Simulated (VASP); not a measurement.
**Ti: relaxation of cell and atoms with PBE**

Crystal: Ti.

```
Ti
1.0
     2.95000    0.00000    0.00000
    -1.47500    2.55477    0.00000
     0.00000    0.00000    4.68600
Ti
2
Direct
  0.33333 0.66667 0.25000
  0.66667 0.33333 0.75000
```

```json
{
 "Program": "VASP 6.6.1",
 "Task": "relaxation of cell and atoms",
 "Functional": "PBE",
 "Potentials or basis": "VASP PAW PBE potentials, release 64 (Ti_sv)",
 "Cutoff": "600 eV",
 "k mesh": "15 × 15 × 8",
 "Occupations": "fermi-dirac, width 0.05 eV",
 "Spin": "no spin polarisation",
 "Dipole correction": "no",
 "Further INCAR settings": "ALGO = Normal; EDIFF = 1e-07; IBRION = 2; EDIFFG = -0.01; NSW = 80; ISIF = 3"
}
```

```json
{"Relaxed volume": "17.35 Å³/atom", "Relaxed cell": "a = 2.935 Å, b = 2.935 Å, c = 4.650 Å, α = 90.00°, β = 90.00°, γ = 120.00°", "Space group after relaxing (to 0.1 Å)": "P6_3/mmc (No. 194)", "Energy gained by relaxing": "1.9 meV/atom", "Ionic steps": "5", "Pressure after relaxing": "0.0 GPa", "Band gap on the k mesh": "zero (bands 12 and 13 overlap by 1.01 eV)"}
```

Stress tensor (GPa, compression positive):
```
 0.08  0.00  0.00
 0.00  0.08  0.00
 0.00  0.00 -0.05
```

The path:
```
step  energy change (eV)  largest force (eV/Å)  pressure (GPa)  volume (Å³)
   1              0.0000                0.0000           -1.88        35.32
   2             -0.0018                0.0000            1.43        34.27
   3             -0.0037                0.0000            0.01        34.70
   4             -0.0037                0.0000            0.05        34.69
   5             -0.0037                0.0000            0.04        34.69
```

Final structure:
```xyz
2
Lattice="2.9352 0.0000 0.0000 -1.4676 2.5420 0.0000 0.0000 0.0000 4.6497" Properties=species:S:1:pos:R:3 pbc="T T T"
Ti    0.0000    1.6947    1.1624
Ti    1.4676    0.8473    3.4873
```

Levels at points of the mesh, in eV from the Fermi level:
```
           k point  band 10  band 11  band 12  band 13  band 14  band 15
(0.00, 0.00, 0.00)    -2.69     0.77     0.77     0.77     0.88     1.27
(0.00, 0.00, 0.50)    -4.35     0.08     0.08     0.68     0.68     0.68
```

Wall time 7.1 min on 1 thread of Intel Xeon 8259CL, on a shared host, peak memory 0.22 GiB.
